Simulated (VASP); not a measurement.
# Pt (P6_3/mmc) in VASP: a series of runs

Pt is run at these levels: PBEsol; tasks: single point, relaxation of cell and atoms.

Everything below comes from runs of VASP 6.6.1. Logs are shortened: lines on timing, memory, paths and dates and some standing lists are left out, and cuts for length are marked.

## (1) The cell of the first run

Symmetry: P6_3/mmc, No. 194, hexagonal system. The conventional cell has a = 2.726 Å, b = 2.726 Å, c = 4.670 Å, α = 90.00°, β = 90.00°, γ = 120.00°. Pt (site symmetry -6m2) has 12 Pt at 2.73 to 2.82 Å within 3.6 Å.

This isn't the form of Pt at room conditions, which is fcc.

## (2) Single point, PBEsol

INCAR

```
SYSTEM = Pt
ALGO = Fast
EDIFF = 1E-7
ENCUT = 520
GGA = PS
ISIF = 2
ISMEAR = -1
LASPH = .TRUE.
LCHARG = .FALSE.
LREAL = .FALSE.
LWAVE = .FALSE.
NBANDS = 17
NELM = 60
PREC = Accurate
SIGMA = 0.05
```

KPOINTS

```
k-points
0
G
  11 11 6
  0 0 0
```

POSCAR

```
Pt
1.0
    2.7264478965      0.0000000000      0.0000000000
   -1.3632239482      2.3611731404      0.0000000000
    0.0000000000      0.0000000000      4.6702205783
Pt
2
Direct
    0.3333333333      0.6666666667      0.2500000000
    0.6666666667      0.3333333333      0.7500000000
```

Potentials or basis: VASP PAW PBE potentials, release 64 (Pt).

Command:

```bash
> cat potpaw_PBE.64/Pt/POTCAR > POTCAR
> mpirun -np 1 vasp_std > vasp.out
```

OUTCAR:

```text
SYSTEM = Pt
   EDIFF = 1E-7
   ENCUT = 520
   GGA = PS
   ISIF = 2
   ISMEAR = -1
   LASPH = .TRUE.
   LREAL = .FALSE.
   NELM = 60
   PREC = Accurate

 ion  position               nearest neighbor table
   1  0.333  0.667  0.250-   2 2.82   2 2.82   2 2.82   2 2.82   2 2.82   2 2.82
   2  0.667  0.333  0.750-   1 2.82   1 2.82   1 2.82   1 2.82   1 2.82   1 2.82

  LATTYP: Found a hexagonal cell.
 ALAT       =     2.7264478965
 C/A-ratio  =     1.7129322678

  Lattice vectors:

 A1 = (   2.7264478965,   0.0000000000,   0.0000000000)
 A2 = (  -1.3632239482,   2.3611731404,   0.0000000000)
 A3 = (   0.0000000000,   0.0000000000,   4.6702205783)

Analysis of symmetry for initial positions (statically):
=====================================================================
 Subroutine PRICEL returns:
 Original cell was already a primitive cell.

 Routine SETGRP: Setting up the symmetry group for a
 hexagonal supercell.

 Subroutine GETGRP returns: Found 24 space group operations
 (whereof 12 operations were pure point group operations)
 out of a pool of 24 trial point group operations.

The static configuration has the point symmetry D_3d.
 The point group associated with its full space group is D_6h.

Analysis of symmetry for dynamics (positions and initial velocities):
=====================================================================
 Subroutine PRICEL returns:
 Original cell was already a primitive cell.

 Routine SETGRP: Setting up the symmetry group for a
 hexagonal supercell.

 Subroutine GETGRP returns: Found 24 space group operations
 (whereof 12 operations were pure point group operations)
 out of a pool of 24 trial point group operations.

The dynamic configuration has the point symmetry D_3d.
 The point group associated with its full space group is D_6h.

 Subroutine INISYM returns: Found 24 space group operations
 (whereof 12 operations are pure point group operations),
 and found     1 'primitive' translations

----------------------------------------------------------------------------------------

                                     Primitive cell

  volume of cell :      30.0651

  direct lattice vectors                    reciprocal lattice vectors
     2.726447896  0.000000000  0.000000000     0.366777594  0.211759143  0.000000000
    -1.363223948  2.361173140  0.000000000     0.000000000  0.423518285  0.000000000
     0.000000000  0.000000000  4.670220578     0.000000000  0.000000000  0.214122649

  length of vectors
     2.726447896  2.726447896  4.670220578     0.423518285  0.423518285  0.214122649

  position of ions in fractional coordinates (direct lattice)
     0.333333333  0.666666667  0.250000000
     0.666666667  0.333333333  0.750000000

  ion indices of the primitive-cell ions
   primitive index   ion index
                 1           1
                 2           2

----------------------------------------------------------------------------------------

 KPOINTS: k-points

Automatic generation of k-mesh.
 Grid dimensions read from file:
 generate k-points for:   11   11    6

 Generating k-lattice:

  Cartesian coordinates                     Fractional coordinates (reciprocal lattice)
     0.033343418  0.019250831  0.000000000     0.090909091  0.000000000  0.000000000
     0.000000000  0.038501662  0.000000000     0.000000000  0.090909091  0.000000000
     0.000000000  0.000000000  0.035687108     0.000000000  0.000000000  0.166666667

  Length of vectors
     0.038501662  0.038501662  0.035687108

  Shift w.r.t. Gamma in fractional coordinates (k-lattice)
     0.000000000  0.000000000  0.000000000

 Subroutine IBZKPT returns following result:
 ===========================================

 Found     64 irreducible k-points:

 Following reciprocal coordinates:
            Coordinates               Weight
  0.000000  0.000000  0.000000      1.000000
  0.090909 -0.000000  0.000000      6.000000
  0.181818 -0.000000  0.000000      6.000000
  0.272727 -0.000000  0.000000      6.000000
  0.363636  0.000000  0.000000      6.000000
  0.454545  0.000000  0.000000      6.000000
[... 16 lines left out ...]
  0.090909  0.090909  0.166667     12.000000
  0.181818  0.090909  0.166667     24.000000
 [... further k-points ...]
   k-points           NKPTS =     64   k-points in BZ     NKDIM =     64   number of bands    NBANDS=     17
   number of dos      NEDOS =    301   number of ions     NIONS =      2
   total plane-waves  NPLWV =  14400
   dimension x,y,z NGX =    20 NGY =   20 NGZ =   36
   dimension x,y,z NGXF=    40 NGYF=   40 NGZF=   72
   ions per type =               2
   NGX,Y,Z   is equivalent  to a cutoff of  12.20, 12.20, 12.81 a.u.
   NGXF,Y,Z  is equivalent  to a cutoff of  24.39, 24.39, 25.63 a.u.
 SYSTEM =  Pt
   PREC   = accura    normal or accurate (medium, high low for compatibility)
   ISTART =      0    job   : 0-new  1-cont  2-samecut
   ICHARG =      2    charge: 1-file 2-atom 10-const
   ISPIN  =      1    spin polarized calculation?
   LNONCOLLINEAR =      F non collinear calculations
   LSORBIT =      F    spin-orbit coupling
   LASPH  =      T    aspherical Exc in radial PAW
   ENCUT  =  520.0 eV  38.22 Ry    6.18 a.u.   5.07  5.07  8.68*2*pi/ulx,y,z
   NELM   =     60;   NELMIN=  2; NELMDL= -5     # of ELM steps
   EDIFF  = 0.1E-06   stopping-criterion for ELM
   LREAL  =      F    real-space projection
   EDIFFG = 0.1E-05   stopping-criterion for IOM
   NSW    =      0    number of steps for IOM
   IBRION =     -1    ionic relax: 0-MD 1-quasi-New 2-CG
   NFREE  =      0    steps in history (QN), initial steepest desc. (CG)
   ISIF   =      2    stress and relaxation
   ISYM   =      2    0-nonsym 1-usesym 2-fastsym
   POTIM  = 0.5000    time-step for ionic-motion
   TEBEG  =    0.0;   TEEND  =   0.0 temperature during run
   PSTRESS=    0.0 pullay stress
   NELECT =      20.0000    total number of electrons
   NUPDOWN=      -1.0000    fix difference up-down
   EMIN   =  10.00;   EMAX   =-10.00  energy-range for DOS
   EFERMI =   0.00;   METHOD = LEGACY
   ISMEAR =    -1;   SIGMA  =   0.05  broadening in eV -4-tet -1-fermi 0-gaus
   EFERMI_NEDOS =   21; number of points for ismear=-14 and -15
   IALGO  =     68    algorithm
   IMIX   =      4    mixing-type and parameters
     AMIX     =   0.40;   BMIX     =  1.00
     AMIX_MAG =   1.60;   BMIX_MAG =  1.00
  volume/ion in A,a.u.               =      15.03       101.44
  Fermi-wavevector in a.u.,A,eV,Ry     =   1.429105  2.700616 27.787722  2.042340
  Thomas-Fermi vector in A             =   2.549094
   LORBIT       =      0    0 simple, 1 ext, 2 COOP (PROOUT), +10 PAW based schemes
   GGA     = PS    functional components
   LHFCALC =     F    Hartree Fock is set to
   AEXX    =    0.0000 exact exchange contribution
   IVDW    =     0    specifies the selected vdW correction
   LEPSILON=     F    determine dielectric tensor
   LRPA    =     F    only Hartree local field effects (RPA)
 non-spin polarized calculation
 RMM-DIIS sequential band-by-band and
  energy-cutoff  :      520.00
  volume of cell :       30.07
 maximum number of plane-waves:       825
   NGX = 11   NGY = 11   NGZ = 17

 number of electron      19.9999999 magnetization

 Free energy of the ion-electron system (eV)
  ---------------------------------------------------
  ext. energy  EPLUGINS =         0.00000000
  ---------------------------------------------------
  free energy    TOTEN  =       -13.80403828 eV

  energy without entropy =      -13.76851114  energy(sigma->0) =      -13.78627471

 E-fermi :  11.1342     XC(G=0): -13.6438

 val. band max:       11.1235790417   @ k =   0.3636   0.0000   0.1667
 cond. band min:      11.1383178526   @ k =   0.2727   0.0909   0.1667
 fundamental gap:      0.0147388110
 Fermi energy:        11.1341714356

 k-point     1 :       0.0000    0.0000    0.0000
  band No.  band energies     occupation
      1       0.8235      2.00000
      2       3.5896      2.00000
      3       6.9510      2.00000
      4       7.4333      2.00000
      5       7.4333      2.00000
      6       7.8557      2.00000
[... 9 lines left out ...]
     16      28.4405      0.00000
     17      32.4908      0.00000

 k-point     2 :       0.0909   -0.0000    0.0000
  band No.  band energies     occupation
      1       1.1319      2.00000
      2       3.8697      2.00000
      3       6.8629      2.00000
      4       7.4708      2.00000
      5       7.6753      2.00000
      6       7.7152      2.00000
[... 9 lines left out ...]
     16      28.8232      0.00000
     17      31.2536      0.00000

 k-point     3 :       0.1818   -0.0000    0.0000
  band No.  band energies     occupation
      1       1.9892      2.00000
      2       4.5362      2.00000
      3       6.5819      2.00000
      4       7.2555      2.00000
      5       7.2854      2.00000
      6       8.0131      2.00000
[... 9 lines left out ...]
     16      28.9155      0.00000
     17      29.0185      0.00000

 k-point     4 :       0.2727   -0.0000    0.0000
  band No.  band energies     occupation
      1       3.1320      2.00000
      2       4.8370      2.00000
      3       6.1781      2.00000
      4       6.7543      2.00000
      5       7.0822      2.00000
      6       8.1698      2.00000
[... 9 lines left out ...]
     16      26.8736      0.00000
     17      29.6584      0.00000
[... 343 lines left out ...]
      1       4.0510      2.00000
      2       4.3315      2.00000
      3       5.4035      2.00000
      4       6.4660      2.00000
      5       7.8518      2.00000
      6       8.0709      2.00000
[... 9 lines left out ...]
     16      23.8534      0.00000
     17      25.0575      0.00000

 k-point    23 :       0.0909    0.0909    0.1667
  band No.  band energies     occupation
      1       1.9563      2.00000
      2       4.3725      2.00000
      3       6.6571      2.00000
      4       7.0229      2.00000
      5       7.3098      2.00000
      6       7.8301      2.00000
[... 9 lines left out ...]
     16      28.3632      0.00000
     17      28.7406      0.00000

 k-point    24 :       0.1818    0.0909    0.1667
  band No.  band energies     occupation
      1       2.9537      2.00000
      2       5.0751      2.00000
      3       6.2534      2.00000
      4       6.4199      2.00000
      5       7.0843      2.00000
      6       7.6805      2.00000
[... 9 lines left out ...]
     16      27.7400      0.00000
     17      28.7471      0.00000

 [... further k-points ...]

------------------------ aborting loop because EDIFF is reached ----------------------------------------

  FORCE on cell =-STRESS in cart. coord.  units (eV):
  Direction    XX          YY          ZZ          XY          YZ          ZX
  --------------------------------------------------------------------------------------
  -------------------------------------------------------------------------------------
  Total        0.3150522      0.3150522      0.2904561      0.0000000      0.0000000     -0.0000000
  in kB       16.7892252     16.7892252     15.4784929      0.0000000      0.0000000     -0.0000000
  external PRESSURE =      16.3523144 kB  Pullay stress =       0.0000000 kB

 VOLUME and BASIS-vectors are now :
 -----------------------------------------------------------------------------
  energy-cutoff  :      520.00
  volume of cell :       30.07
      direct lattice vectors                 reciprocal lattice vectors
     2.726447896  0.000000000  0.000000000     0.366777594  0.211759143  0.000000000
    -1.363223948  2.361173140  0.000000000     0.000000000  0.423518285  0.000000000
     0.000000000  0.000000000  4.670220578     0.000000000  0.000000000  0.214122649

 POSITION                                       TOTAL-FORCE (eV/Angst)
 -----------------------------------------------------------------------------------
     -0.00000      1.57412      1.16756         0.000000      0.000000      0.000000
      1.36322      0.78706      3.50267        -0.000000     -0.000000      0.000000
 -----------------------------------------------------------------------------------
    total drift:                               -0.000000      0.000000     -0.000000

  FREE ENERGIE OF THE ION-ELECTRON SYSTEM (eV)
  ---------------------------------------------------
  free  energy   TOTEN  =       -13.8040382832 eV

  energy  without entropy=      -13.7685111423  energy(sigma->0) =      -13.78627471
```

Wall time 22 s (1 thread of Intel Xeon Platinum 8488C (Sapphire Rapids), shared host); peak memory 0.15 GiB.

What came out:

```
Free energy            : -13.8040 eV
Pressure               : 1.6 GPa
Band gap on the k mesh : zero (bands 10 and 11 overlap by 1.28 eV)
```

Stress tensor (GPa, compression positive):
```
1.68 0.00 0.00
0.00 1.68 0.00
0.00 0.00 1.55
```

Levels at points of the mesh, in eV from the Fermi level:
| k point | band 7 | band 8 | band 9 | band 10 | band 11 | band 12 | band 13 | band 14 |
| --- | --- | --- | --- | --- | --- | --- | --- | --- |
| (0.00, 0.00, 0.00) | -3.28 | -2.05 | -2.05 | -0.92 | -0.24 | -0.24 | 5.14 | 14.94 |
| (0.00, 0.00, 0.50) | -3.71 | -3.71 | -0.87 | -0.87 | -0.87 | -0.87 | 12.49 | 12.49 |

Caveat: the PAW data sets were made with another functional, which shifts forces and pressure a little; spin-orbit coupling is left out, which moves the levels of the heavy elements.

[end of part 1 of 3]
